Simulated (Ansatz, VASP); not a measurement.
# Ge: VASP beside Ansatz

Contents of POSCAR:

```
Ge
1.0
    3.8757792404      0.0000000000      0.0000000000
   -1.9378896202      3.3565232816      0.0000000000
    0.0000000000      0.0000000000      6.4046296298
Ge
4
Direct
    0.6666666667      0.3333333333      0.0629814339
    0.3333333333      0.6666666667      0.5629814339
    0.6666666667      0.3333333333      0.4370185661
    0.3333333333      0.6666666667      0.9370185661
```

INCAR.step1

```
SYSTEM = Ge
ALGO = Normal ; EDIFF = 1E-4
ENCUT = 520 ; GGA = PE
ISMEAR = 0 ; LASPH = .True.
LCHARG = .False. ; LREAL = .False.
LWAVE = .True. ; NBANDS = 36
NELM = 100 ; PREC = Accurate
SIGMA = 0.03
```

The input INCAR.step2:

```
SYSTEM = Ge
ALGO = Normal ; EDIFF = 1E-6
ENCUT = 520 ; ISIF = 2
ISMEAR = 0 ; ISTART = 1
LASPH = .True. ; LCHARG = .True.
LELF = .True. ; LMIXTAU = .True.
LREAL = .False. ; LVHAR = .True.
LWAVE = .False. ; METAGGA = R2SCAN
NBANDS = 36 ; NELM = 100
PREC = Accurate ; SIGMA = 0.03
```

File KPOINTS:

```
k-points
0
Gamma
  12 12 6
  0 0 0
```

Input for Ansatz:

```yaml
crystal:
  lattice:
    - [3.8757792404, 0.0, 0.0]
    - [-1.9378896202, 3.3565232816, 0.0]
    - [0.0, 0.0, 6.4046296298]
  atoms:
    - { symbol: Ge, position: [0.6666666667, 0.3333333333, 0.0629814339] }
    - { symbol: Ge, position: [0.3333333333, 0.6666666667, 0.5629814339] }
    - { symbol: Ge, position: [0.6666666667, 0.3333333333, 0.4370185661] }
    - { symbol: Ge, position: [0.3333333333, 0.6666666667, 0.9370185661] }
basis:
  ecutwfc: 500
kpoints:
  mp_grid: { grid: [12, 12, 6] }
hamiltonian:
  xc: r2scan
scf:
  occupations: { method: gaussian, width: 0.03 }
output:
  forces: true
  stress: true
  eigenvalues: true
  write_density: true
  write_potential: true
  elf: true
  volumetric_format: npy
```

Change from the starting cell: strain -0.030 along x and y, -0.030 along z, atoms carried along.

Alike in both runs: task single point; functional r2SCAN; k mesh 12 × 12 × 6; occupations gaussian, width 0.03 eV; no spin polarisation.

|  | VASP | Ansatz |
| --- | --- | --- |
| version | VASP 6.6.1 | Ansatz 0.2.0 |
| potentials or method | VASP PAW PBE potentials, release 64 (Ge_d), cutoff 520 eV | scalar-relativistic, plane waves, PAW |
| valence electrons in the cell | 56 | 56 |

```tsv
	VASP	Ansatz	Ansatz less VASP
gap on the k mesh at the Fermi level (eV)	0.32	0.35	+0.027
least direct gap on the mesh (eV)	0.32	0.35	+0.027
pressure (GPa)	8.2	8.1	-0.12
rms of the force components (eV/Å)	0.030	0.024	-0.0060
```

VASP's potentials were made for PBE, not for r2SCAN. Atom by atom the forces differ by 0.006 eV/Å (rms over components). With one functional, cell and mesh, what is left measures potentials, basis and numerics.
